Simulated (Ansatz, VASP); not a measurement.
One calculation of AlFe, two programs

```
Al Fe
1.0
     2.84511    0.00000    0.00000
     0.00000    2.84511    0.00000
     0.00000    0.00000    2.84511
Al Fe
1 1
Cartesian
  0.0000 0.0000 0.0000
  1.4226 1.4226 1.4226
```

Alike in both runs: functional PBEsol; k mesh 14 × 14 × 14; occupations gaussian, width 0.1 eV; collinear spin.

Ansatz relaxed the structure, and its values are those at the end. VASP's run is a single point on that final structure, the one shown.

|  | VASP | Ansatz |
| --- | --- | --- |
| version | VASP 6.6.1 | Ansatz 0.2.0 |
| potentials or method | VASP PAW PBE potentials, release 64 (Al, Fe), cutoff 520 eV | scalar-relativistic, plane waves, PAW |
| valence electrons in the cell | 11 | 19 |

Ansatz gave:

```
gap on the k mesh at the Fermi level (eV)                     : none
pressure (GPa)                                                : 0.0
net moment per atom (μB)                                      : 0.33
size of the moment on the site where the two differ most (μB) : 0.68
```

Q: Estimate VASP's values.

A: gap on the k mesh at the Fermi level (eV): none; pressure (GPa): 0.2; net moment per atom (μB): 0.33; size of the moment on the site where the two differ most (μB): 0.69.

VASP's potentials were made for PBE, not for PBEsol. Site moments also hang on the region over which each program counts them. A gap of «none» marks a metal or a gap that the smearing closes. With one functional, cell and mesh, what is left measures potentials, basis and numerics. VASP's potentials hold 11 valence electrons a cell and Ansatz's 19, so a difference there can come from the potentials and not from the codes.
